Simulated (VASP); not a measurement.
**Ge: relaxation of cell and atoms with PBE**

The system is Ge.

```
CELL_PARAMETERS angstrom
4.00068 0.00000 0.00000
2.00034 3.46469 0.00000
2.00034 1.15490 3.26654
ATOMIC_POSITIONS crystal
Ge 0.00000 0.00000 0.00000
Ge 0.25000 0.25000 0.25000
```

```json
{
  "Program": "VASP 6.6.1",
  "Task": "relaxation of cell and atoms",
  "Functional": "PBE",
  "Potentials or basis": "VASP PAW PBE potentials, release 64 (Ge_d)",
  "Cutoff": "600 eV",
  "k mesh": "6 × 6 × 6",
  "Occupations": "fermi-dirac, width 0.1 eV",
  "Spin": "no spin polarisation",
  "Target pressure": "2 GPa",
  "Dipole correction": "no",
  "Further INCAR settings": "ALGO = Normal; EDIFF = 1e-07; IBRION = 2; EDIFFG = -0.02; NSW = 80; ISIF = 3"
}
```

| Quantity | Value |
| --- | --- |
| Relaxed volume | 23.21 Å³/atom |
| Relaxed cell | a = 4.034 Å, b = 4.034 Å, c = 4.034 Å, α = 60.00°, β = 60.00°, γ = 60.00° |
| Space group after relaxing (to 0.05 Å) | Fd-3m (No. 227) |
| Energy change on relaxing (the enthalpy is what falls) | -10.0 meV/atom |
| Ionic steps | 3 |
| Pressure after relaxing | 2.0 GPa |
| Band gap on the k mesh | zero (filled and empty bands touch) |

Step by step:
| step | energy change (eV) | largest force (eV/Å) | pressure (GPa) | volume (Å³) |
| --- | --- | --- | --- | --- |
| 1 | 0.0000 | 0.0000 | 3.64 | 45.28 |
| 2 | -0.0243 | 0.0000 | 1.45 | 46.81 |
| 3 | -0.0201 | 0.0000 | 1.99 | 46.42 |

Final structure:
```xyz
2
Lattice="4.0340 0.0000 0.0000 2.0170 3.4936 0.0000 2.0170 1.1645 3.2938" Properties=species:S:1:pos:R:3 pbc="T T T"
Ge    0.0000    0.0000    0.0000
Ge    2.0170    1.1645    0.8234
```

Levels at points of the mesh, in eV from the Fermi level:
| k point | band 10 | band 11 | band 12 | band 13 | band 14 | band 15 | band 16 | band 17 | band 18 |
| --- | --- | --- | --- | --- | --- | --- | --- | --- | --- |
| (0.00, 0.00, 0.00) | -24.51 | -12.56 | -0.16 | 0.03 | 0.03 | 0.03 | 2.57 | 2.57 | 2.57 |
| (0.50, 0.00, 0.00) | -24.48 | -10.53 | -7.46 | -1.34 | -1.34 | 0.14 | 3.76 | 3.76 | 7.15 |
| (0.50, 0.50, 0.00) | -24.47 | -8.77 | -8.77 | -2.96 | -2.96 | 0.81 | 0.81 | 9.34 | 9.34 |

Wall time 75 s on 1 thread of AMD EPYC 7571, with other jobs on the host, peak memory 0.15 GiB.

Caveat: the cell is relaxed towards a set pressure, so the enthalpy falls and the energy may rise. Zero-point motion and thermal expansion aren't in these numbers.
